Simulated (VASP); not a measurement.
Here is a VASP 6.6.1 calculation.

INCAR

```
PREC = Accurate
ENCUT = 520
EDIFF = 1E-6
ISMEAR = -1
SIGMA = 0.01
LREAL = False
LASPH = True
NELM = 60
ALGO = Normal
ISIF = 2
LWAVE = False
LCHARG = True
GGA = PE
LELF = True
LVHAR = True
NBANDS = 26
```

Contents of KPOINTS:

```
regular mesh
0
Gamma
  7 7 4
```

Contents of POSCAR:

```
CdS
1.0
    4.2174951875      0.0000000000      0.0000000000
   -2.1087475937      3.6524579727      0.0000000000
    0.0000000000      0.0000000000      6.7490000000
Cd S
2 2
Direct
    0.3333333333      0.6666666667      0.0000000000
    0.6666666667      0.3333333333      0.5000000000
    0.3333333333      0.6666666667      0.3850000000
    0.6666666667      0.3333333333      0.8850000000
```

Potentials or basis: VASP PAW PBE potentials, release 64 (Cd, S).

Launch:

```sh
$ cat potpaw_PBE.64/Cd/POTCAR potpaw_PBE.64/S/POTCAR > POTCAR
$ mpirun -np 1 vasp_std > vasp.out
```

Task: What does it give for the pressure?

Result: 0.4 GPa.

Task: Predict the largest force.

Result: 0.123 eV/Å.

Task: Estimate the band gap on the k mesh.

Result: 1.13 eV.

Forces in eV/Å, atoms in the order of the input:
```
Cd   0.000  0.000  0.123
Cd   0.000  0.000  0.123
S    0.000  0.000 -0.123
S    0.000  0.000 -0.123
```

Caveat: the cell differs from its parent crystal (equal xx and yy strain of +2 %).
